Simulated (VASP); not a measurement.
# Co in VASP: single point with PBE

Aim: the single point of Co with PBE.

All numbers are computed with VASP 6.6.1; they aren't measurements. Logs are shortened: lines on timing, memory, paths and dates and some standing lists are left out, and cuts for length are marked.

### Step 1. The cell of the first run

The cell holds a slab with vacuum, 6 atoms: a = 2.540 Å, b = 2.540 Å, c = 25.367 Å, α = 90.00°, β = 90.00°, γ = 120.00°.

### Step 2. Single point, PBE

INCAR

```
SYSTEM = Co
PREC = Accurate
ENCUT = 510
EDIFF = 1E-6
ISMEAR = -1
SIGMA = 0.05
LREAL = .FALSE.
LASPH = .TRUE.
NELM = 120
ALGO = Normal
ISIF = 2
LWAVE = .FALSE.
LCHARG = .FALSE.
LDIPOL = .TRUE.
IDIPOL = 3
DIPOL = 0.5 0.5 0.500
GGA = PE
NBANDS = 60
GGA_COMPAT = .FALSE.
NELMDL = -8
```

KPOINTS

```
regular mesh
0
G
  12 12 1
  0 0 0
```

POSCAR

```
Co
1.0
    2.5395032940      0.0000000000      0.0000000000
   -1.2697516470      2.1992743656      0.0000000000
    0.0000000000      0.0000000000     25.3674787838
Co
6
Direct
    0.6666666667      0.3333333333      0.2956541351
    0.3333333333      0.6666666667      0.3773924811
    0.0000000000      0.0000000000      0.4591308270
    0.6666666667      0.3333333333      0.5408691730
    0.3333333333      0.6666666667      0.6226075189
    0.0000000000      0.0000000000      0.7043458649
```

Potentials or basis: VASP PAW PBE potentials, release 64 (Co_sv).

On the command line:

```
> cat potpaw_PBE.64/Co_sv/POTCAR > POTCAR
> mpirun -np 1 vasp_std > vasp.out
```

OUTCAR:

```text
SYSTEM = Co
   PREC = Accurate
   ENCUT = 510
   EDIFF = 1E-6
   ISMEAR = -1
   LREAL = .FALSE.
   LASPH = .TRUE.
   NELM = 120
   ISIF = 2
   GGA = PE
   NELMDL = -8

 ion  position               nearest neighbor table
   1  0.667  0.333  0.296-
   2  0.333  0.667  0.377-
   3  0.000  0.000  0.459-
   4  0.667  0.333  0.541-
   5  0.333  0.667  0.623-
   6  0.000  0.000  0.704-

  LATTYP: Found a hexagonal cell.
 ALAT       =     2.5395032940
 C/A-ratio  =     9.9891497852

  Lattice vectors:

 A1 = (   2.5395032940,   0.0000000000,   0.0000000000)
 A2 = (  -1.2697516470,   2.1992743656,   0.0000000000)
 A3 = (   0.0000000000,   0.0000000000,  25.3674787838)

Analysis of symmetry for initial positions (statically):
=====================================================================
 Subroutine PRICEL returns:
 Original cell was already a primitive cell.

 Routine SETGRP: Setting up the symmetry group for a
 hexagonal supercell.

 Subroutine GETGRP returns: Found 12 space group operations
 (whereof  6 operations were pure point group operations)
 out of a pool of 24 trial point group operations.

The static configuration has the point symmetry C_3v.
 The point group associated with its full space group is D_3d.

Analysis of symmetry for dynamics (positions and initial velocities):
=====================================================================
 Subroutine PRICEL returns:
 Original cell was already a primitive cell.

 Routine SETGRP: Setting up the symmetry group for a
 hexagonal supercell.

 Subroutine GETGRP returns: Found 12 space group operations
 (whereof  6 operations were pure point group operations)
 out of a pool of 24 trial point group operations.

The dynamic configuration has the point symmetry C_3v.
 The point group associated with its full space group is D_3d.

 Subroutine INISYM returns: Found 12 space group operations
 (whereof  6 operations are pure point group operations),
 and found     1 'primitive' translations

----------------------------------------------------------------------------------------

                                     Primitive cell

  volume of cell :     141.6790

  direct lattice vectors                    reciprocal lattice vectors
     2.539503294  0.000000000  0.000000000     0.393777792  0.227347714  0.000000000
    -1.269751647  2.199274366  0.000000000     0.000000000  0.454695428  0.000000000
     0.000000000  0.000000000 25.367478784     0.000000000  0.000000000  0.039420551

  length of vectors
     2.539503294  2.539503294 25.367478784     0.454695428  0.454695428  0.039420551

  position of ions in fractional coordinates (direct lattice)
     0.666666667  0.333333333  0.295654135
     0.333333333  0.666666667  0.377392481
     0.000000000  0.000000000  0.459130827
     0.666666667  0.333333333  0.540869173
     0.333333333  0.666666667  0.622607519
     0.000000000  0.000000000  0.704345865

  ion indices of the primitive-cell ions
   primitive index   ion index
                 1           1
                 2           2
                 3           3
                 4           4
                 5           5
                 6           6

----------------------------------------------------------------------------------------

 KPOINTS: regular mesh

Automatic generation of k-mesh.
 Grid dimensions read from file:
 generate k-points for:   12   12    1

 Generating k-lattice:

  Cartesian coordinates                     Fractional coordinates (reciprocal lattice)
     0.032814816  0.018945643  0.000000000     0.083333333  0.000000000  0.000000000
     0.000000000  0.037891286  0.000000000     0.000000000  0.083333333  0.000000000
     0.000000000  0.000000000  0.039420551     0.000000000  0.000000000  1.000000000

  Length of vectors
     0.037891286  0.037891286  0.039420551

  Shift w.r.t. Gamma in fractional coordinates (k-lattice)
     0.000000000  0.000000000  0.000000000

 Subroutine IBZKPT returns following result:
 ===========================================

 Found     19 irreducible k-points:

 Following reciprocal coordinates:
            Coordinates               Weight
  0.000000  0.000000  0.000000      1.000000
  0.083333  0.000000  0.000000      6.000000
  0.166667  0.000000  0.000000      6.000000
  0.250000 -0.000000  0.000000      6.000000
  0.333333  0.000000  0.000000      6.000000
  0.416667 -0.000000  0.000000      6.000000
[... 11 lines left out ...]
  0.333333  0.250000  0.000000     12.000000
  0.333333  0.333333  0.000000      2.000000
   k-points           NKPTS =     19   k-points in BZ     NKDIM =     19   number of bands    NBANDS=     60
   number of dos      NEDOS =    301   number of ions     NIONS =      6
   total plane-waves  NPLWV =  76800
   dimension x,y,z NGX =    20 NGY =   20 NGZ =  192
   dimension x,y,z NGXF=    40 NGYF=   40 NGZF=  384
   ions per type =               6
   NGX,Y,Z   is equivalent  to a cutoff of  13.09, 13.09, 12.58 a.u.
   NGXF,Y,Z  is equivalent  to a cutoff of  26.19, 26.19, 25.17 a.u.
 SYSTEM =  Co
   PREC   = accura    normal or accurate (medium, high low for compatibility)
   ISTART =      0    job   : 0-new  1-cont  2-samecut
   ICHARG =      2    charge: 1-file 2-atom 10-const
   ISPIN  =      1    spin polarized calculation?
   LNONCOLLINEAR =      F non collinear calculations
   LSORBIT =      F    spin-orbit coupling
   LASPH  =      T    aspherical Exc in radial PAW
   ENCUT  =  510.0 eV  37.48 Ry    6.12 a.u.   4.68  4.68 46.71*2*pi/ulx,y,z
   NELM   =    120;   NELMIN=  2; NELMDL= -8     # of ELM steps
   EDIFF  = 0.1E-05   stopping-criterion for ELM
   LREAL  =      F    real-space projection
   EDIFFG = 0.1E-04   stopping-criterion for IOM
   NSW    =      0    number of steps for IOM
   IBRION =     -1    ionic relax: 0-MD 1-quasi-New 2-CG
   NFREE  =      0    steps in history (QN), initial steepest desc. (CG)
   ISIF   =      2    stress and relaxation
   ISYM   =      2    0-nonsym 1-usesym 2-fastsym
   POTIM  = 0.5000    time-step for ionic-motion
   TEBEG  =    0.0;   TEEND  =   0.0 temperature during run
   PSTRESS=    0.0 pullay stress
   NELECT =     102.0000    total number of electrons
   NUPDOWN=      -1.0000    fix difference up-down
   EMIN   =  10.00;   EMAX   =-10.00  energy-range for DOS
   EFERMI =   0.00;   METHOD = LEGACY
   ISMEAR =    -1;   SIGMA  =   0.05  broadening in eV -4-tet -1-fermi 0-gaus
   EFERMI_NEDOS =   21; number of points for ismear=-14 and -15
   IALGO  =     38    algorithm
   IMIX   =      4    mixing-type and parameters
     AMIX     =   0.40;   BMIX     =  1.00
     AMIX_MAG =   1.60;   BMIX_MAG =  1.00
  volume/ion in A,a.u.               =      23.61       159.35
  Fermi-wavevector in a.u.,A,eV,Ry     =   1.467258  2.772715 29.291235  2.152845
  Thomas-Fermi vector in A             =   2.582897
   LORBIT       =      0    0 simple, 1 ext, 2 COOP (PROOUT), +10 PAW based schemes
   GGA     = PE    functional components
   LHFCALC =     F    Hartree Fock is set to
   AEXX    =    0.0000 exact exchange contribution
   IVDW    =     0    specifies the selected vdW correction
   LEPSILON=     F    determine dielectric tensor
   LRPA    =     F    only Hartree local field effects (RPA)
 non-spin polarized calculation
  energy-cutoff  :      510.00
  volume of cell :      141.68
 maximum number of plane-waves:      3765
 NGX is ok and might be reduce to    20
   NGX =  9   NGY =  9   NGZ = 93

 number of electron     101.9999964 magnetization

 dipolmoment           0.000000      0.000000     -0.000025 electrons x Angstroem

 Free energy of the ion-electron system (eV)
  ---------------------------------------------------
  ext. energy  EPLUGINS =         0.00000000
  ---------------------------------------------------
  free energy    TOTEN  =       -39.13687452 eV

  energy without entropy =      -38.99131854  energy(sigma->0) =      -39.06409653

 E-fermi :   2.7723     XC(G=0):  -7.3888

 val. band max:        2.7722460413   @ k =   0.3333   0.2500   0.0000
 cond. band min:       2.7769492938   @ k =   0.1667   0.1667   0.0000
 fundamental gap:      0.0047032525
 Fermi energy:         2.7723349092

 k-point     1 :       0.0000    0.0000    0.0000
  band No.  band energies     occupation
      1     -92.1733      2.00000
      2     -92.1700      2.00000
      3     -92.1497      2.00000
      4     -92.1321      2.00000
      5     -91.8946      2.00000
      6     -91.8938      2.00000
[... 52 lines left out ...]
     59       3.0321      0.01103
     60       3.0925      0.00331

 k-point     2 :       0.0833    0.0000    0.0000
  band No.  band energies     occupation
      1     -92.1710      2.00000
      2     -92.1680      2.00000
      3     -92.1479      2.00000
      4     -92.1307      2.00000
      5     -91.8928      2.00000
      6     -91.8920      2.00000
[... 52 lines left out ...]
     59       3.0391      0.00959
     60       3.6726      0.00000

 k-point     3 :       0.1667    0.0000    0.0000
  band No.  band energies     occupation
      1     -92.1649      2.00000
      2     -92.1625      2.00000
      3     -92.1429      2.00000
      4     -92.1269      2.00000
      5     -91.8877      2.00000
      6     -91.8870      2.00000
[... 997 lines left out ...]
     59       8.3257      0.00000
     60       8.8000      0.00000

 k-point    19 :       0.3333    0.3333    0.0000
  band No.  band energies     occupation
      1     -92.1355      2.00000
      2     -92.1351      2.00000
      3     -92.1145      2.00000
      4     -92.1144      2.00000
      5     -91.8637      2.00000
      6     -91.8629      2.00000
[... 52 lines left out ...]
     59       8.2607      0.00000
     60       8.9226      0.00000

------------------------ aborting loop because EDIFF is reached ----------------------------------------

 vacuum level on the upper side and lower side of the slab       (xc-potential included)        -0.217        -0.215

  FORCE on cell =-STRESS in cart. coord.  units (eV):
  Direction    XX          YY          ZZ          XY          YZ          ZX
  --------------------------------------------------------------------------------------
  -------------------------------------------------------------------------------------
  Total      -12.5665688    -12.5665688    -10.5525786      0.0000000      0.0000000     -0.0000000
  in kB     -142.1090702   -142.1090702   -119.3338576      0.0000000      0.0000000     -0.0000000
  external PRESSURE =    -134.5173327 kB  Pullay stress =       0.0000000 kB

 VOLUME and BASIS-vectors are now :
 -----------------------------------------------------------------------------
  energy-cutoff  :      510.00
  volume of cell :      141.68
      direct lattice vectors                 reciprocal lattice vectors
     2.539503294  0.000000000  0.000000000     0.393777792  0.227347714  0.000000000
    -1.269751647  2.199274366  0.000000000     0.000000000  0.454695428  0.000000000
     0.000000000  0.000000000 25.367478784     0.000000000  0.000000000  0.039420551

 POSITION                                       TOTAL-FORCE (eV/Angst)
 -----------------------------------------------------------------------------------
      1.26975      0.73309      7.50000        -0.000000      0.000000      1.041326
     -0.00000      1.46618      9.57350         0.000000      0.000000     -0.203710
      0.00000      0.00000     11.64699         0.000000     -0.000000     -0.077198
      1.26975      0.73309     13.72049        -0.000000      0.000000      0.077198
     -0.00000      1.46618     15.79398        -0.000000      0.000000      0.203710
      0.00000      0.00000     17.86748         0.000000     -0.000000     -1.041326
 -----------------------------------------------------------------------------------
    total drift:                                0.000003     -0.000004     -0.006217

  FREE ENERGIE OF THE ION-ELECTRON SYSTEM (eV)
  ---------------------------------------------------
  free  energy   TOTEN  =       -39.1368745171 eV

  energy  without entropy=      -38.9913185429  energy(sigma->0) =      -39.06409653

 vacuum level on the upper side and lower side of the slab         7.702         7.703
```

Wall time 7.5 min (1 thread of AMD EPYC 7R13 (Zen 3), shared host); peak memory 0.28 GiB.

What came out:

```
Free energy            : -39.1369 eV
Largest force          : 1.041 eV/Å
Band gap on the k mesh : zero (bands 51 and 52 overlap by 0.83 eV)
```

Forces on the atoms (eV/Å):
```
Co   0.000  0.000  1.041
Co   0.000  0.000 -0.204
Co   0.000  0.000 -0.077
Co   0.000  0.000  0.077
Co   0.000  0.000  0.204
Co   0.000  0.000 -1.041
```

Levels at points of the mesh, in eV from the Fermi level:
```tsv
k point	band 48	band 49	band 50	band 51	band 52	band 53
(0.00, 0.00, 0.00)	-0.51	-0.51	-0.49	-0.49	-0.34	-0.34
(0.50, 0.00, 0.00)	0.22	0.29	0.31	0.35	0.43	0.52
```

Caveat: the run has no spin polarisation, though such a crystal can be magnetic. Spin polarisation is off, so any magnetic state and its effect on volume and gap are missing.
